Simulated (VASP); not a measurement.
A run of VASP 6.6.1 is set up as follows.

The input INCAR:

```
  ALGO = Normal
  EDIFF = 1E-6
  ENCUT = 520
  ISIF = 2
  ISMEAR = 0
  LASPH = T
  LCHARG = F
  LREAL = F
  LWAVE = F
  NBANDS = 16
  NELM = 80
  PREC = Accurate
  SIGMA = 0.05
```

Contents of KPOINTS:

```
k-points
0
Gamma
  9 9 8
```

The input POSCAR:

```
YHSe
1.0
    3.5336568289      0.0000000000      0.0000000000
   -1.7668284145      3.0602365821      0.0000000000
    0.0000000000      0.0000000000      3.7589275776
Y H Se
1 1 1
Direct
    0.0000000000      0.0000000000      0.0000000000
    0.3333333333      0.6666666667      0.0000000000
    0.6666666667      0.3333333333      0.5000000000
```

Potentials or basis: VASP PAW LDA potentials, release 64 (Y_sv, H, Se).

Run with:

```bash
$ cat potpaw_LDA.64/Y_sv/POTCAR potpaw_LDA.64/H/POTCAR potpaw_LDA.64/Se/POTCAR > POTCAR
$ mpirun -np 1 vasp_std > vasp.out
```

(1) Predict the band gap on the k mesh.

(2) Estimate the pressure.

## Answers

(1) 1.80 eV (least direct gap 1.81 eV).

(2) 18.4 GPa.

Caveat: the cell differs from its parent crystal (strain -0.080 along x and y, -0.040 along z); the stress differs along the axes, from 12 to 22 GPa.
